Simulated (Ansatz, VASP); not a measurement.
## Two plane-wave programs on BN

Contents of INCAR:

```
  PREC = Accurate
  ENCUT = 520
  EDIFF = 1E-6
  ISMEAR = 0
  SIGMA = 0.05
  LREAL = F
  LASPH = T
  NELM = 60
  ALGO = Normal
  ISIF = 2
  LWAVE = F
  LCHARG = T
  GGA = PE
  IVDW = 12
  LELF = T
  LVHAR = T
  NBANDS = 16
```

KPOINTS

```
regular mesh
0
Gamma
  12 12 4
```

Contents of POSCAR:

```
BN
1.0
    2.4061805817      0.0000000000      0.0000000000
   -1.2030902908      2.0838135098      0.0000000000
    0.0000000000      0.0000000000      6.0874991034
B N
2 2
Direct
    0.3333333333      0.6666666667      0.2500000000
    0.6666666667      0.3333333333      0.7500000000
    0.3333333333      0.6666666667      0.7500000000
    0.6666666667      0.3333333333      0.2500000000
```

Input for Ansatz:

```yaml
crystal:
  lattice:
    - [2.4061805817, 0.0, 0.0]
    - [-1.2030902908, 2.0838135098, 0.0]
    - [0.0, 0.0, 6.0874991034]
  atoms:
    - { symbol: B, position: [0.3333333333, 0.6666666667, 0.25] }
    - { symbol: B, position: [0.6666666667, 0.3333333333, 0.75] }
    - { symbol: "N", position: [0.3333333333, 0.6666666667, 0.75] }
    - { symbol: "N", position: [0.6666666667, 0.3333333333, 0.25] }
basis:
  ecutwfc: 420
kpoints:
  mp_grid: { grid: [12, 12, 4] }
hamiltonian:
  xc: pbe
  dispersion: d3bj
scf:
  occupations: { method: gaussian, width: 0.05 }
output:
  forces: true
  stress: true
  eigenvalues: true
```

Change from the starting cell: strain -0.040 along x and y, -0.080 along z, atoms carried along.

Alike in both runs: task single point; functional PBE; dispersion D3(BJ); k mesh 12 × 12 × 4; occupations gaussian, width 0.05 eV; no spin polarisation.

|  | VASP | Ansatz |
| --- | --- | --- |
| version | VASP 6.6.1 | Ansatz 0.2.0 |
| potentials or method | VASP PAW PBE potentials, release 64 (B, N), cutoff 520 eV | scalar-relativistic, plane waves, PAW |
| valence electrons in the cell | 16 | 16 |

VASP gave:

* gap on the k mesh at the Fermi level (eV): 4.28
* least direct gap on the mesh (eV): 4.69
* pressure (GPa): 39.9
* traceless stress, the component that is largest in VASP (GPa): -35.95

Task: What did Ansatz give for the same quantities?

Result: gap on the k mesh at the Fermi level (eV): 4.29; least direct gap on the mesh (eV): 4.69; pressure (GPa): 39.9; traceless stress, the component that is largest in VASP (GPa): -35.67.

Both programs put the cell under a high pressure, so it lies far from rest at this level.
